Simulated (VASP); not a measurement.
# H17ClO8 in VASP: a series of runs, part 2 of 2

VASP 6.6.1. The steps go on from the part before.

**3. Single point, r2SCAN**

POSCAR

```
H17ClO8
1.0
    6.3980140000      0.0000000000      0.0000000000
    0.0000000000      6.3980140000      0.0000000000
    0.0000000000      0.0000000000      6.3980140000
O H Cl
8 17 1
Direct
    0.9409482380      0.2730222222      0.3968575249
    0.3637535023      0.3524062311      0.1076427779
    0.3678641528      0.7554688064      0.0577522963
    0.0757578836      1.0471530697      0.9847118184
    0.6298517009      0.0101437727      0.8147528280
    0.1185211536      0.5507333995      0.6173165610
    0.1761953006      0.8694729333      0.4082516856
    0.5737405389      0.3236316770      0.4965447090
    0.7890417245      0.2797586876      0.4334782637
    0.9446056229      0.3000149734      0.2525314887
    0.5056412818      0.3309464468      0.0524068875
    0.2858855889      0.2248197644      0.0588307559
    0.4924653181      0.8083445894     -0.0096592474
    0.3693333588      0.6045626033      0.0400124164
    0.0497654428      1.0431361982      0.8286477648
    0.1693337964      0.9249589013      0.9879628272
    0.7173163422      0.1070644734      0.8803356792
    0.5608146528      0.0819629341      0.7011550772
    0.1216158639      0.6962473042      0.5306177823
    0.0574865888      0.4400896903      0.5109085413
    0.0559704933      0.9469969900      0.3507807266
    0.2645821031      0.8289759916      0.2842131949
    0.5516243009      0.4432469201      0.5947939470
    0.4812274559      0.3449039030      0.3839316388
    1.0163935246      0.5422932804      0.7359158639
    0.8127990967      0.4791174261      0.9344931099
```

INCAR.step1

```
SYSTEM = H17ClO8
PREC = Accurate
ENCUT = 520
ISMEAR = -1
SIGMA = 0.02
LREAL = Auto
LASPH = .TRUE.
NELM = 80
NBANDS = 55
GGA = PE
ALGO = Normal
EDIFF = 1E-4
LWAVE = .TRUE.
LCHARG = .FALSE.
```

INCAR.step2

```
SYSTEM = H17ClO8
PREC = Accurate
ENCUT = 520
EDIFF = 1E-7
ISMEAR = -1
SIGMA = 0.02
LREAL = Auto
LASPH = .TRUE.
NELM = 80
ALGO = Normal
ISIF = 2
LWAVE = .FALSE.
LCHARG = .TRUE.
METAGGA = R2SCAN
LMIXTAU = .TRUE.
LELF = .TRUE.
LVHAR = .TRUE.
NBANDS = 55
ISTART = 1
```

KPOINTS

```
Automatic mesh
0
G
  1 1 1
  0 0 0
```

Potentials or basis: VASP PAW PBE potentials, release 64 (O, H, Cl).

The run is started by

```bash
$ cat potpaw_PBE.64/O/POTCAR potpaw_PBE.64/H/POTCAR potpaw_PBE.64/Cl/POTCAR > POTCAR
$ cp INCAR.step1 INCAR
$ mpirun -np 1 vasp_gam > vasp.out
$ cp INCAR.step2 INCAR
$ mpirun -np 1 vasp_gam > vasp.out
```

OUTCAR:

```text
SYSTEM = H17ClO8
   PREC = Accurate
   ENCUT = 520
   EDIFF = 1E-7
   ISMEAR = -1
   LREAL = Auto
   LASPH = .TRUE.
   NELM = 80
   ISIF = 2
   METAGGA = R2SCAN
   ISTART = 1

 ion  position               nearest neighbor table
   1  0.941  0.273  0.397-  10 0.94   9 1.00
   2  0.364  0.352  0.108-  11 0.98  12 1.01
   3  0.368  0.755  0.058-  13 0.97  14 0.97
   4  0.076  0.047  0.985-  16 0.98  15 1.01
   5  0.630  0.010  0.815-  17 0.93  18 0.97
   6  0.119  0.551  0.617-  25 1.00  20 1.06  19 1.08
   7  0.176  0.869  0.408-  21 0.99  22 1.01  19 1.40
   8  0.574  0.324  0.497-  24 0.94  23 1.00
   9  0.789  0.280  0.433-   1 1.00
  10  0.945  0.300  0.253-   1 0.94
  11  0.506  0.331  0.052-   2 0.98
  12  0.286  0.225  0.059-   2 1.01
  13  0.492  0.808  0.990-   3 0.97
  14  0.369  0.605  0.040-   3 0.97
  15  0.050  0.043  0.829-   4 1.01
  16  0.169  0.925  0.988-   4 0.98
  17  0.717  0.107  0.880-   5 0.93
  18  0.561  0.082  0.701-   5 0.97
  19  0.122  0.696  0.531-   6 1.08   7 1.40
  20  0.057  0.440  0.511-   6 1.06
  21  0.056  0.947  0.351-   7 0.99
  22  0.265  0.829  0.284-   7 1.01
  23  0.552  0.443  0.595-   8 1.00
  24  0.481  0.345  0.384-   8 0.94
  25  0.016  0.542  0.736-   6 1.00
  26  0.813  0.479  0.934-

  LATTYP: Found a simple cubic cell.
 ALAT       =     6.3980140000

  Lattice vectors:

 A1 = (   6.3980140000,   0.0000000000,   0.0000000000)
 A2 = (   0.0000000000,   6.3980140000,   0.0000000000)
 A3 = (   0.0000000000,   0.0000000000,   6.3980140000)

Analysis of symmetry for initial positions (statically):
=====================================================================
 Subroutine PRICEL returns:
 Original cell was already a primitive cell.

 Routine SETGRP: Setting up the symmetry group for a
 simple cubic supercell.

 Subroutine GETGRP returns: Found  1 space group operations
 (whereof  1 operations were pure point group operations)
[... 162 lines left out ...]
  Fermi-wavevector in a.u.,A,eV,Ry     =   1.064487  2.011589 15.417213  1.133133
  Thomas-Fermi vector in A             =   2.200007
   LORBIT       =      0    0 simple, 1 ext, 2 COOP (PROOUT), +10 PAW based schemes
   METAGGA = R2SCAN    functional components
   LHFCALC =     F    Hartree Fock is set to
   AEXX    =    0.0000 exact exchange contribution
   IVDW    =     0    specifies the selected vdW correction
   LEPSILON=     F    determine dielectric tensor
   LRPA    =     F    only Hartree local field effects (RPA)
 non-spin polarized calculation
  energy-cutoff  :      520.00
  volume of cell :      261.90
 maximum number of plane-waves:      3538
 NGX is ok and might be reduce to    48
   NGX = 23   NGY = 23   NGZ = 23

 number of electron      72.0000005 magnetization

 Free energy of the ion-electron system (eV)
  ---------------------------------------------------
  ext. energy  EPLUGINS =         0.00000000
  ---------------------------------------------------
  free energy    TOTEN  =      -137.27273341 eV

  energy without entropy =     -137.27273341  energy(sigma->0) =     -137.27273341

 E-fermi :  -2.5117     XC(G=0):  -7.3931

 val. band max:       -2.9984655191   @ k =   0.0000   0.0000   0.0000
 cond. band min:       1.8561780496   @ k =   0.0000   0.0000   0.0000
 fundamental gap:      4.8546435687
 Fermi energy:        -2.5116720953

 k-point     1 :       0.0000    0.0000    0.0000
  band No.  band energies     occupation
      1     -24.6079      2.00000
      2     -24.1269      2.00000
      3     -23.7117      2.00000
      4     -23.3257      2.00000
      5     -23.1575      2.00000
      6     -23.0733      2.00000
[... 40 lines left out ...]
     47       7.6068      0.00000
     48       7.9339      0.00000
 [bands above 48 left out]

------------------------ aborting loop because EDIFF is reached ----------------------------------------

  FORCE on cell =-STRESS in cart. coord.  units (eV):
  Direction    XX          YY          ZZ          XY          YZ          ZX
  --------------------------------------------------------------------------------------
  -------------------------------------------------------------------------------------
  Total        2.4907346      0.8875492     -0.6784267     -0.4363307     -1.8190870      0.0524774
  in kB       15.2371053      5.4295955     -4.1502854     -2.6692593    -11.1282917      0.3210311
  external PRESSURE =       5.5054718 kB  Pullay stress =       0.0000000 kB

 VOLUME and BASIS-vectors are now :
 -----------------------------------------------------------------------------
  energy-cutoff  :      520.00
  volume of cell :      261.90
      direct lattice vectors                 reciprocal lattice vectors
     6.398014000  0.000000000  0.000000000     0.156298501  0.000000000  0.000000000
     0.000000000  6.398014000  0.000000000     0.000000000  0.156298501  0.000000000
     0.000000000  0.000000000  6.398014000     0.000000000  0.000000000  0.156298501

 POSITION                                       TOTAL-FORCE (eV/Angst)
 -----------------------------------------------------------------------------------
      6.02020      1.74680      2.53910         0.661951     -0.576967      1.228546
      2.32730      2.25470      0.68870         0.353297     -1.505689     -0.221276
      2.35360      4.83350      0.36950        -0.125388      0.375729      0.061970
      0.48470      0.30169      6.30020         0.277081     -0.424814     -2.333612
      4.02980      0.06490      5.21280        -1.335350     -1.632508     -0.655337
      0.75830      3.52360      3.94960         0.190653     -0.029036     -1.381214
[... 18 lines left out ...]
      0.10489      3.46960      4.70840        -0.276751      0.134770      0.437691
      5.20030      3.06540      5.97890        -0.294060     -0.011391      0.195456
 -----------------------------------------------------------------------------------
    total drift:                               -0.001683     -0.001292      0.003931

  FREE ENERGIE OF THE ION-ELECTRON SYSTEM (eV)
  ---------------------------------------------------
  free  energy   TOTEN  =      -137.2727334050 eV

  energy  without entropy=     -137.2727334050  energy(sigma->0) =     -137.27273341
```

It took 70 s on 1 thread of Intel Xeon 6975P-C (Granite Rapids), shared host; peak memory 0.33 GiB.

Results:

```yaml
Free_energy: -137.2727 eV
Pressure: 0.6 GPa
Largest_force: 2.704 eV/Å
Band_gap_on_the_k_mesh: 4.85 eV
```

Forces on the atoms (eV/Å):
```
O    0.662 -0.577  1.229
O    0.353 -1.506 -0.221
O   -0.125  0.376  0.062
O    0.277 -0.425 -2.334
O   -1.335 -1.633 -0.655
O    0.191 -0.029 -1.381
O   -0.383  0.127 -0.620
O   -0.147  1.001  2.507
H    0.182  0.271  0.210
H    0.179  0.351 -1.873
H   -0.251  0.237  0.100
H   -0.094  1.045  0.206
H    0.317  0.425 -0.279
H   -0.341 -0.369  0.190
H   -0.083  0.623  1.796
H    0.099 -0.259  0.572
H    1.159  1.399  0.662
H    0.140  0.222 -0.023
H    0.308 -0.276  0.341
H   -0.019 -0.044  0.416
H    0.643 -0.101  0.371
H   -0.304  0.021  0.391
H    0.420 -1.142 -0.734
H   -1.276  0.138 -1.566
H   -0.277  0.135  0.438
Cl  -0.294 -0.011  0.195
```

Caveat: the k points lie up to 0.98 Å⁻¹ apart; the PAW data sets were made with another functional, which shifts forces and pressure a little.
